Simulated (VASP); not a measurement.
A run of VASP 6.6.1:

File INCAR:

```
SYSTEM = Ir
ALGO = Normal
EDIFF = 1E-6
ENCUT = 520
ISIF = 2
ISMEAR = 0
LASPH = .True.
LCHARG = .True.
LELF = .True.
LREAL = .False.
LVHAR = .True.
LWAVE = .False.
NBANDS = 16
NELM = 60
PREC = Accurate
SIGMA = 0.15
```

File KPOINTS:

```
k-points
0
Gamma
  18 18 10
  0 0 0
```

The input POSCAR:

```
Ir
1.0
    2.8946000000      0.0000000000      0.0000000000
   -1.4473000000      2.5067971338      0.0000000000
    0.0000000000      0.0000000000      4.1669000000
Ir
2
Direct
    0.6666666667      0.3333333333      0.7500000000
    0.3333333333      0.6666666667      0.2500000000
```

Potentials or basis: VASP PAW LDA potentials, release 64 (Ir).

The run is started by

```bash
$ cat potpaw_LDA.64/Ir/POTCAR > POTCAR
$ mpirun -np 1 vasp_std > vasp.out
```

Hardware: 1 thread of AMD EPYC 9R45 (Zen 5), with other jobs on the host.

Question: Estimate the wall time of this run.

Answer: It took 69 s on 1 thread of AMD EPYC 9R45 (Zen 5), on a shared host, peak memory 0.18 GiB. Counts: scf iterations 12, k points 222.
